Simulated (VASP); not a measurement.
# Al: relaxation of cell and atoms with PBE

Crystal: Al.

```
CELL_PARAMETERS angstrom
-1.56505 2.87473 4.03516
1.56505 -2.87473 4.03516
1.56505 2.87473 -4.03516
ATOMIC_POSITIONS crystal
Al 0.73619 0.00000 0.73619
Al 0.26381 0.00000 0.26381
Al 0.20336 0.70336 0.50000
Al 0.79664 0.29664 0.50000
```

The cell was generated, and may not be a known phase.

* Program: VASP 6.6.1
* Task: relaxation of cell and atoms
* Functional: PBE
* Potentials or basis: VASP PAW PBE potentials, release 64 (Al)
* Cutoff: 600 eV
* k mesh: 6 × 6 × 6
* Occupations: gaussian, width 0.1 eV
* Spin: no spin polarisation
* Dipole correction: no
* Further INCAR settings: ALGO = Fast; EDIFF = 1e-07; IBRION = 2; EDIFFG = -0.04; NSW = 90; ISIF = 3

The relaxed volume is 17.70 Å³/atom and the relaxed cell is a = 5.371 Å, b = 5.371 Å, c = 5.371 Å, α = 149.81°, β = 112.48°, γ = 75.72°. The space group after relaxing (to 0.1 Å) is Immm (No. 71), the energy gained by relaxing is 88.2 meV/atom and the ionic steps are 9. The pressure after relaxing is 0.0 GPa, the largest force after relaxing is 0.030 eV/Å and the band gap on the k mesh is zero (bands 6 and 7 overlap by 4.20 eV).

Forces on the atoms (eV/Å):
```
Al   0.000  0.016  0.000
Al   0.000 -0.016  0.000
Al   0.000  0.000  0.030
Al   0.000  0.000 -0.030
```

Stress tensor (GPa, compression positive):
```
-0.11  0.00  0.00
 0.00  0.03  0.00
 0.00  0.00  0.01
```

Step by step:
| step | energy change (eV) | largest force (eV/Å) | pressure (GPa) | volume (Å³) |
| --- | --- | --- | --- | --- |
| 1 | 0.0000 | 0.4602 | 0.42 | 72.62 |
| 2 | -0.1245 | 0.3438 | -0.78 | 73.09 |
| 3 | -0.2900 | 0.4329 | -2.92 | 74.13 |
| 4 | -0.3024 | 0.4229 | -0.37 | 71.20 |
| 5 | -0.3145 | 0.4387 | -1.53 | 72.36 |
| 6 | -0.3429 | 0.2746 | -0.24 | 70.99 |
| 7 | -0.3479 | 0.1677 | 0.63 | 70.18 |
| 8 | -0.3524 | 0.0586 | 0.16 | 70.63 |
| 9 | -0.3528 | 0.0304 | -0.02 | 70.82 |

Final structure:
```
Al
1.0
    -1.39881    2.98478    4.24042
     1.39881   -2.98478    4.24042
     1.39881    2.98478   -4.24042
Al
4
Direct
  0.72854 0.00000 0.72854
  0.27146 0.00000 0.27146
  0.21191 0.71191 0.50000
  0.78809 0.28809 0.50000
```

Levels at points of the mesh, in eV from the Fermi level:
```
           k point  band 4  band 5  band 6  band 7  band 8  band 9
(0.00, 0.00, 0.00)   -4.61   -4.25   -2.90   -2.12    4.68    5.54
(0.50, 0.00, 0.00)   -4.89   -1.37   -0.77    2.46    2.47    2.89
(0.00, 0.50, 0.00)   -2.17   -1.77   -1.20   -0.92   -0.71    1.74
(0.50, 0.50, 0.00)   -2.99   -2.82   -2.80    2.03    2.71    2.71
(0.50, 0.50, 0.50)   -6.48    0.68    0.85    1.64    2.01    5.92
```

Run time: 6.5 min on 1 thread of Intel(R) Xeon(R) Platinum 8488C (Sapphire Rapids), on a shared host, peak memory 0.26 GiB.
